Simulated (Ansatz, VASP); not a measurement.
## SnO2 in VASP and in Ansatz

Contents of INCAR:

```
SYSTEM = SnO2
PREC = Accurate
ENCUT = 520
EDIFF = 1E-6
ISMEAR = -1
SIGMA = 0.05
LREAL = .FALSE.
LASPH = .TRUE.
NELM = 150
ALGO = Normal
ISIF = 2
LWAVE = .FALSE.
LCHARG = .FALSE.
LNONCOLLINEAR = .TRUE.
MAGMOM = 0 0 0 0 0 0 0 0 0 0 0 0 0 0 0 0 0 0
LORBIT = 11
LSORBIT = .TRUE.
GGA_COMPAT = .FALSE.
LORBMOM = .TRUE.
GGA = PE
NBANDS = 68
```

Contents of KPOINTS:

```
regular mesh
0
G
  6 6 8
  0 0 0
```

POSCAR

```
SnO2
1.0
    4.7062003841      0.0000000000      0.0000000000
    0.0000000000      4.7062003841      0.0000000000
    0.0000000000      0.0000000000      3.1651134496
Sn O
2 4
Direct
    0.5000000000      0.5000000000      0.5000000000
    0.0000000000      0.0000000000      0.0000000000
    0.8071000000      0.1929000000      0.5000000000
    0.6929000000      0.6929000000      0.0000000000
    0.1929000000      0.8071000000      0.5000000000
    0.3071000000      0.3071000000      0.0000000000
```

Contents of input.yaml:

```yaml
crystal:
  lattice:
    - [4.7062003841, 0.0, 0.0]
    - [0.0, 4.7062003841, 0.0]
    - [0.0, 0.0, 3.1651134496]
  atoms:
    - { symbol: Sn, position: [0.5, 0.5, 0.5] }
    - { symbol: Sn, position: [0.0, 0.0, 0.0] }
    - { symbol: O, position: [0.8071, 0.1929, 0.5] }
    - { symbol: O, position: [0.6929, 0.6929, 0.0] }
    - { symbol: O, position: [0.1929, 0.8071, 0.5] }
    - { symbol: O, position: [0.3071, 0.3071, 0.0] }
hamiltonian:
  xc: pbe
  pseudopotentials: { kind: paw_fr }
magnetization:
  noncollinear: true
  spin_orbit: true
kpoints:
  mp_grid: { grid: [6, 6, 8] }
scf:
  occupations: { method: fermi_dirac, width: 0.05 }
output:
  forces: true
  stress: true
  eigenvalues: true
  write_density: true
  write_potential: true
  elf: true
  volumetric_format: npy
```

Alike in both runs: task single point; functional PBE; k mesh 6 × 6 × 8; occupations fermi-dirac, width 0.05 eV; non-collinear spin, spin-orbit coupling.

```csv
,VASP,Ansatz
version,VASP 6.6.1,Ansatz 0.2.0
potentials or method,"VASP PAW PBE potentials, release 64 (Sn_d, O)",Ansatz PAW
plane-wave cutoff (eV),520,420
valence electrons in the cell,52,52
```

Ansatz gave:

* pressure (GPa): 16.0
* traceless stress, the component that is largest in VASP (GPa): 2.94
* rms of the force components (eV/Å): 0.170

Task: Which values does VASP return?

Result: Pressure (GPa): 16.7; traceless stress, the component that is largest in VASP (GPa): 3.20; rms of the force components (eV/Å): 0.180.

Atom by atom the forces differ by 0.010 eV/Å (rms over components).
